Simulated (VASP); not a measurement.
# Ca4F in VASP: single point with PBEsol

Aim: the single point of Ca4F with PBEsol.

All numbers are computed with VASP 6.6.1; they aren't measurements. Logs are shortened: lines on timing, memory, paths and dates and some standing lists are left out, and cuts for length are marked.

## Step 1: The cell of the first run

The cell holds a slab with vacuum, 5 atoms: a = 4.323 Å, b = 4.323 Å, c = 25.485 Å, α = 90.00°, β = 90.00°, γ = 90.00°.

## Step 2: Single point, PBEsol

File INCAR:

```
PREC = Accurate ; ENCUT = 520
EDIFF = 1E-6 ; ISMEAR = 0
SIGMA = 0.1 ; LREAL = False
LASPH = True ; NELM = 100
ALGO = Normal ; ISIF = 2
LWAVE = False ; LCHARG = True
LDIPOL = True ; IDIPOL = 3
DIPOL = 0.5 0.5 0.490 ; GGA = PS
LELF = True ; LVHAR = True
LVACPOTAV = True ; NBANDS = 32
```

File KPOINTS:

```
Automatic mesh
0
Gamma
  7 7 1
```

File POSCAR:

```
Ca4F
1.0
    4.3230137468      0.0000000000      0.0000000000
    0.0000000000      4.3230137468      0.0000000000
    0.0000000000      0.0000000000     25.4845206202
Ca F
4 1
Direct
    0.5000000000      0.5000000000      0.3335358011
    0.0000000000      0.0000000000      0.4183522630
    0.5000000000      0.5000000000      0.5001987865
    0.0000000000      0.0000000000      0.5906771742
    0.0000000000      0.5000000000      0.6053582821
```

Potentials or basis: VASP PAW PBE potentials, release 64 (Ca_sv, F).

Command:

```bash
cat potpaw_PBE.64/Ca_sv/POTCAR potpaw_PBE.64/F/POTCAR > POTCAR
mpirun -np 1 vasp_std > vasp.out
```

OUTCAR:

```text
PREC = Accurate
   ENCUT = 520
   EDIFF = 1E-6
   ISMEAR = 0
   LREAL = False
   LASPH = True
   NELM = 100
   ISIF = 2
   GGA = PS

 ion  position               nearest neighbor table
   1  0.500  0.500  0.334-
   2  0.000  0.000  0.418-
   3  0.500  0.500  0.500-
   4  0.000  0.000  0.591-   5 2.19   5 2.19
   5  0.000  0.500  0.605-   4 2.19   4 2.19

  LATTYP: Found a simple tetragonal cell.
 ALAT       =     4.3230137468
 C/A-ratio  =     5.8950820221

  Lattice vectors:

 A1 = (   4.3230137468,   0.0000000000,   0.0000000000)
 A2 = (   0.0000000000,   4.3230137468,   0.0000000000)
 A3 = (   0.0000000000,   0.0000000000,  25.4845206202)

Analysis of symmetry for initial positions (statically):
=====================================================================
 Subroutine PRICEL returns:
 Original cell was already a primitive cell.

 Routine SETGRP: Setting up the symmetry group for a
 simple tetragonal supercell.

 Subroutine GETGRP returns: Found  4 space group operations
 (whereof  4 operations were pure point group operations)
 out of a pool of 16 trial point group operations.

The static configuration has the point symmetry C_2v.

Analysis of symmetry for dynamics (positions and initial velocities):
=====================================================================
 Subroutine PRICEL returns:
 Original cell was already a primitive cell.

 Routine SETGRP: Setting up the symmetry group for a
 simple tetragonal supercell.

 Subroutine GETGRP returns: Found  4 space group operations
 (whereof  4 operations were pure point group operations)
 out of a pool of 16 trial point group operations.

The dynamic configuration has the point symmetry C_2v.

 Subroutine INISYM returns: Found  4 space group operations
 (whereof  4 operations are pure point group operations),
 and found     1 'primitive' translations

----------------------------------------------------------------------------------------

                                     Primitive cell

  volume of cell :     476.2661

  direct lattice vectors                    reciprocal lattice vectors
     4.323013747  0.000000000  0.000000000     0.231320106  0.000000000  0.000000000
     0.000000000  4.323013747  0.000000000     0.000000000  0.231320106  0.000000000
     0.000000000  0.000000000 25.484520620     0.000000000  0.000000000  0.039239506

  length of vectors
     4.323013747  4.323013747 25.484520620     0.231320106  0.231320106  0.039239506

  position of ions in fractional coordinates (direct lattice)
     0.500000000  0.500000000  0.333535801
     0.000000000  0.000000000  0.418352263
     0.500000000  0.500000000  0.500198787
     0.000000000  0.000000000  0.590677174
     0.000000000  0.500000000  0.605358282

  ion indices of the primitive-cell ions
   primitive index   ion index
                 1           1
                 2           2
                 3           3
                 4           4
                 5           5

----------------------------------------------------------------------------------------

 KPOINTS: Automatic mesh

Automatic generation of k-mesh.
 Grid dimensions read from file:
 generate k-points for:    7    7    1

 Generating k-lattice:

  Cartesian coordinates                     Fractional coordinates (reciprocal lattice)
     0.033045729  0.000000000  0.000000000     0.142857143  0.000000000  0.000000000
     0.000000000  0.033045729  0.000000000     0.000000000  0.142857143  0.000000000
     0.000000000  0.000000000  0.039239506     0.000000000  0.000000000  1.000000000

  Length of vectors
     0.033045729  0.033045729  0.039239506

  Shift w.r.t. Gamma in fractional coordinates (k-lattice)
     0.000000000  0.000000000  0.000000000

 Subroutine IBZKPT returns following result:
 ===========================================

 Found     16 irreducible k-points:

 Following reciprocal coordinates:
            Coordinates               Weight
  0.000000  0.000000  0.000000      1.000000
  0.142857  0.000000  0.000000      2.000000
  0.000000  0.142857  0.000000      2.000000
  0.285714  0.000000  0.000000      2.000000
  0.000000  0.285714  0.000000      2.000000
  0.428571  0.000000  0.000000      2.000000
[... 8 lines left out ...]
 -0.285714  0.428571  0.000000      4.000000
  0.428571  0.428571  0.000000      4.000000
   k-points           NKPTS =     16   k-points in BZ     NKDIM =     16   number of bands    NBANDS=     32
   number of dos      NEDOS =    301   number of ions     NIONS =      5
   total plane-waves  NPLWV = 196608
   dimension x,y,z NGX =    32 NGY =   32 NGZ =  192
   dimension x,y,z NGXF=    64 NGYF=   64 NGZF=  384
   ions per type =               4   1
   NGX,Y,Z   is equivalent  to a cutoff of  12.31, 12.31, 12.52 a.u.
   NGXF,Y,Z  is equivalent  to a cutoff of  24.61, 24.61, 25.05 a.u.
 SYSTEM =  unknown system
   PREC   = accura    normal or accurate (medium, high low for compatibility)
   ISTART =      0    job   : 0-new  1-cont  2-samecut
   ICHARG =      2    charge: 1-file 2-atom 10-const
   ISPIN  =      1    spin polarized calculation?
   LNONCOLLINEAR =      F non collinear calculations
   LSORBIT =      F    spin-orbit coupling
   LASPH  =      T    aspherical Exc in radial PAW
   ENCUT  =  520.0 eV  38.22 Ry    6.18 a.u.   8.04  8.04 47.38*2*pi/ulx,y,z
   NELM   =    100;   NELMIN=  2; NELMDL= -5     # of ELM steps
   EDIFF  = 0.1E-05   stopping-criterion for ELM
   LREAL  =      F    real-space projection
   EDIFFG = 0.1E-04   stopping-criterion for IOM
   NSW    =      0    number of steps for IOM
   IBRION =     -1    ionic relax: 0-MD 1-quasi-New 2-CG
   NFREE  =      0    steps in history (QN), initial steepest desc. (CG)
   ISIF   =      2    stress and relaxation
   ISYM   =      2    0-nonsym 1-usesym 2-fastsym
   POTIM  = 0.5000    time-step for ionic-motion
   TEBEG  =    0.0;   TEEND  =   0.0 temperature during run
   PSTRESS=    0.0 pullay stress
   NELECT =      47.0000    total number of electrons
   NUPDOWN=      -1.0000    fix difference up-down
   EMIN   =  10.00;   EMAX   =-10.00  energy-range for DOS
   EFERMI =   0.00;   METHOD = LEGACY
   ISMEAR =     0;   SIGMA  =   0.10  broadening in eV -4-tet -1-fermi 0-gaus
   EFERMI_NEDOS =   21; number of points for ismear=-14 and -15
   IALGO  =     38    algorithm
   IMIX   =      4    mixing-type and parameters
     AMIX     =   0.40;   BMIX     =  1.00
     AMIX_MAG =   1.60;   BMIX_MAG =  1.00
  volume/ion in A,a.u.               =      95.25       642.80
  Fermi-wavevector in a.u.,A,eV,Ry     =   0.756527  1.429628  7.787057  0.572333
  Thomas-Fermi vector in A             =   1.854667
   LORBIT       =      0    0 simple, 1 ext, 2 COOP (PROOUT), +10 PAW based schemes
   GGA     = PS    functional components
   LHFCALC =     F    Hartree Fock is set to
   AEXX    =    0.0000 exact exchange contribution
   IVDW    =     0    specifies the selected vdW correction
   LEPSILON=     F    determine dielectric tensor
   LRPA    =     F    only Hartree local field effects (RPA)
 non-spin polarized calculation
 Gauss-broadening in eV      SIGMA  =   0.10
  energy-cutoff  :      520.00
  volume of cell :      476.27
 maximum number of plane-waves:     12898
   NGX = 17   NGY = 17   NGZ = 95

 dipolmoment           0.000000      0.000000      0.098322 electrons x Angstroem

 number of electron      46.9999994 magnetization

 dipolmoment           0.000000      0.000000     -0.048603 electrons x Angstroem

 Free energy of the ion-electron system (eV)
  ---------------------------------------------------
  ext. energy  EPLUGINS =         0.00000000
  ---------------------------------------------------
  free energy    TOTEN  =       -14.74296878 eV

  energy without entropy =      -14.71514202  energy(sigma->0) =      -14.72905540

 E-fermi :  -0.7782     XC(G=0):  -3.4995

 val. band max:       -0.7845498808   @ k =   0.4286   0.1429   0.0000
 cond. band min:      -0.7157065372   @ k =  -0.2857   0.4286   0.0000
 fundamental gap:      0.0688433436
 Fermi energy:        -0.7781557084

 k-point     1 :       0.0000    0.0000    0.0000
  band No.  band energies     occupation
      1     -43.2943      2.00000
      2     -42.7661      2.00000
      3     -42.6418      2.00000
      4     -42.4221      2.00000
      5     -25.3764      2.00000
      6     -24.3752      2.00000
[... 24 lines left out ...]
     31       1.4154      0.00000
     32       1.4329      0.00000

 k-point     2 :       0.1429    0.0000    0.0000
  band No.  band energies     occupation
      1     -43.2941      2.00000
      2     -42.7658      2.00000
      3     -42.6417      2.00000
      4     -42.4219      2.00000
      5     -25.3758      2.00000
      6     -24.3750      2.00000
[... 24 lines left out ...]
     31       1.2935      0.00000
     32       1.3852      0.00000

 k-point     3 :       0.0000    0.1429    0.0000
  band No.  band energies     occupation
      1     -43.2941      2.00000
      2     -42.7658      2.00000
      3     -42.6407      2.00000
      4     -42.4219      2.00000
      5     -25.5528      2.00000
      6     -24.3750      2.00000
[... 24 lines left out ...]
     31       1.3187      0.00000
     32       1.3616      0.00000

 k-point     4 :       0.2857    0.0000    0.0000
  band No.  band energies     occupation
      1     -43.2937      2.00000
      2     -42.7651      2.00000
      3     -42.6413      2.00000
      4     -42.4216      2.00000
      5     -25.3741      2.00000
      6     -24.3745      2.00000
[... 24 lines left out ...]
     31       1.0809      0.00000
     32       1.2965      0.00000

 k-point     5 :       0.0000    0.2857    0.0000
  band No.  band energies     occupation
      1     -43.2937      2.00000
      2     -42.7651      2.00000
      3     -42.6382      2.00000
      4     -42.4216      2.00000
      5     -25.8523      2.00000
      6     -24.3745      2.00000
[... 304 lines left out ...]
     31       0.9366      0.00000
     32       1.0121      0.00000

 k-point    14 :       0.4286    0.2857    0.0000
  band No.  band energies     occupation
      1     -43.2926      2.00000
      2     -42.7638      2.00000
      3     -42.6372      2.00000
      4     -42.4206      2.00000
      5     -25.8483      2.00000
      6     -24.3718      2.00000
[... 24 lines left out ...]
     31       0.9031      0.00000
     32       0.9486      0.00000

 k-point    15 :      -0.2857    0.4286    0.0000
  band No.  band energies     occupation
      1     -43.2926      2.00000
      2     -42.7638      2.00000
      3     -42.6354      2.00000
      4     -42.4206      2.00000
      5     -26.0391      2.00000
      6     -24.3718      2.00000
[... 24 lines left out ...]
     31       0.8875      0.00000
     32       0.9584      0.00000

 k-point    16 :       0.4286    0.4286    0.0000
  band No.  band energies     occupation
      1     -43.2923      2.00000
      2     -42.7634      2.00000
      3     -42.6351      2.00000
      4     -42.4202      2.00000
      5     -26.0377      2.00000
      6     -24.3705      2.00000
[... 24 lines left out ...]
     31       0.8872      0.00000
     32       1.0058      0.00000

------------------------ aborting loop because EDIFF is reached ----------------------------------------

  FORCE on cell =-STRESS in cart. coord.  units (eV):
  Direction    XX          YY          ZZ          XY          YZ          ZX
  --------------------------------------------------------------------------------------
  -------------------------------------------------------------------------------------
  Total       -1.0044546     -2.6161032      0.0100590      0.0000000      0.0000000      0.0000000
  in kB       -3.3790234     -8.8006702      0.0338388      0.0000000      0.0000000      0.0000000
  external PRESSURE =      -4.0486183 kB  Pullay stress =       0.0000000 kB

 VOLUME and BASIS-vectors are now :
 -----------------------------------------------------------------------------
  energy-cutoff  :      520.00
  volume of cell :      476.27
      direct lattice vectors                 reciprocal lattice vectors
     4.323013747  0.000000000  0.000000000     0.231320106  0.000000000  0.000000000
     0.000000000  4.323013747  0.000000000     0.000000000  0.231320106  0.000000000
     0.000000000  0.000000000 25.484520620     0.000000000  0.000000000  0.039239506

 POSITION                                       TOTAL-FORCE (eV/Angst)
 -----------------------------------------------------------------------------------
      2.16151      2.16151      8.50000         0.000000      0.000000     -0.028209
      0.00000      0.00000     10.66151         0.000000      0.000000      0.022067
      2.16151      2.16151     12.74733         0.000000      0.000000      0.002387
      0.00000      0.00000     15.05312         0.000000      0.000000     -0.013085
      0.00000      2.16151     15.42727         0.000000      0.000000      0.016841
 -----------------------------------------------------------------------------------
    total drift:                                0.000000     -0.000000      0.000227

  FREE ENERGIE OF THE ION-ELECTRON SYSTEM (eV)
  ---------------------------------------------------
  free  energy   TOTEN  =       -14.7429687804 eV

  energy  without entropy=      -14.7151420193  energy(sigma->0) =      -14.72905540

 vacuum level on the upper side and lower side of the slab         1.533         2.003
```

Wall time 6.4 min (1 thread of Oxide Virtual Turin-like, shared host); peak memory 0.51 GiB.

Results:

* Free energy: -14.7430 eV
* Largest force: 0.028 eV/Å

Forces on the atoms (eV/Å):
```
Ca   0.000  0.000 -0.028
Ca   0.000  0.000  0.022
Ca   0.000  0.000  0.002
Ca   0.000  0.000 -0.013
F    0.000  0.000  0.017
```

Caveat: the PAW data sets were made with another functional, which shifts forces and pressure a little; an odd number of electrons without spin polarisation forces a metal; a magnetic or distorted state may lie lower.
